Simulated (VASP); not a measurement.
Here is a VASP 6.6.1 calculation.

Contents of INCAR:

```
SYSTEM = TiAl3
PREC     = Accurate       ! precision mode
ENCUT    = 520            ! plane-wave cutoff, eV
EDIFF    = 1E-6           ! SCF threshold, eV
ISMEAR   = 0              ! smearing method
SIGMA    = 0.2            ! smearing width, eV
LREAL    = .False.        ! projectors in reciprocal space
LASPH    = .True.         ! aspherical terms in the spheres
NELM     = 80             ! most SCF steps
ALGO     = Fast           ! electronic algorithm
ISIF     = 2              ! what is computed and relaxed
LWAVE    = .False.        ! write WAVECAR
LCHARG   = .False.        ! write CHGCAR
GGA      = PE             ! functional
NBANDS   = 31             ! bands
```

KPOINTS

```
Automatic mesh
0
Gamma
  6 6 4
  0 0 0
```

The input POSCAR:

```
TiAl3
1.0
   -3.9799891745      0.0000000000      0.0000000000
    0.0000000000      0.0000000000     -3.9799891745
    0.0000000000     -7.9599783490      0.0000000000
Ti Al
2 6
Direct
    1.0000000000      1.0000000000      0.5000000000
    1.0000000000      1.0000000000      0.0000000000
    0.5000000000      0.0000000000      0.7500000000
    0.5000000000      0.0000000000      0.2500000000
    0.5000000000      0.5000000000      0.5000000000
    0.5000000000      0.5000000000      1.0000000000
    1.0000000000      0.5000000000      0.7500000000
    1.0000000000      0.5000000000      0.2500000000
```

Potentials or basis: VASP PAW PBE potentials, release 64 (Ti_sv, Al).

The run is started by

```sh
$ cat potpaw_PBE.64/Ti_sv/POTCAR potpaw_PBE.64/Al/POTCAR > POTCAR
$ mpirun -np 1 vasp_std > vasp.out
```

Question: What does it give for the band gap on the k mesh?

Answer: Zero (band 21 reaches 9.53 eV, above the bottom of band 22 at 6.60 eV).

Question: What does it give for the pressure?

Answer: 0.0 GPa.
